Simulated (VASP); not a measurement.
Input of a VASP 6.6.1 run:

INCAR

```
PREC     = Accurate       # precision mode
ENCUT    = 520            # plane-wave cutoff, eV
EDIFF    = 1E-6           # SCF threshold, eV
ISMEAR   = -1             # smearing method
SIGMA    = 0.05           # smearing width, eV
LREAL    = False          # projectors in reciprocal space
LASPH    = True           # aspherical terms in the spheres
NELM     = 100            # most SCF steps
ALGO     = Normal         # electronic algorithm
ISIF     = 2              # what is computed and relaxed
LWAVE    = False          # write WAVECAR
LCHARG   = True           # write CHGCAR
GGA      = PE             # functional
LELF     = True           # ELF
LVHAR    = True         
NBANDS   = 12             # bands
```

Contents of KPOINTS:

```
regular mesh
0
Gamma
  12 12 12
```

The input POSCAR:

```
As
1.0
    0.0000000000      3.0533432489      3.0533432489
    3.0533432489      0.0000000000      3.0533432489
    3.0533432489      3.0533432489      0.0000000000
As
2
Direct
   -0.1250000000     -0.1250000000     -0.1250000000
    0.1250000000      0.1250000000      0.1250000000
```

Potentials or basis: VASP PAW PBE potentials, release 64 (As).

Launch:

```console
$ cat potpaw_PBE.64/As/POTCAR > POTCAR
$ mpirun -np 1 vasp_std > vasp.out
```

Problem. Predict the pressure.

Solution. 0.1 GPa.

Problem. Predict the band gap on the k mesh.

Solution. Zero (band 5 reaches 3.97 eV, above the bottom of band 6 at 2.32 eV).
